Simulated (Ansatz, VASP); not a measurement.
# Pt in VASP and in Ansatz

```xyz
2
Lattice="2.7607 0.0000 0.0000 -1.3803 2.3908 0.0000 0.0000 0.0000 4.7921" Properties=species:S:1:pos:R:3 pbc="T T T"
Pt    1.3803    0.7969    3.5941
Pt    0.0000    1.5939    1.1980
```

Alike in both runs: task single point; functional r2SCAN; k mesh 10 × 10 × 5; occupations fermi-dirac, width 0.1 eV; no spin polarisation.

```csv
,VASP,Ansatz
version,VASP 6.6.1,Ansatz 0.2.0
potentials or method,"VASP PAW PBE potentials, release 64 (Pt_sv_GW), cutoff 550 eV","plane waves, PAW"
valence electrons in the cell,36,36
```

VASP gave:

```
pressure (GPa)                                                : -8.2
traceless stress, the component that is largest in VASP (GPa) : 0.32
```

Question: Estimate Ansatz's values.

Answer: Pressure (GPa): -6.2; traceless stress, the component that is largest in VASP (GPa): 0.30.

VASP's potentials were made for PBE, not for r2SCAN. Ansatz's warnings: stress scf threshold loose.

Neither program's run includes spin-orbit coupling.
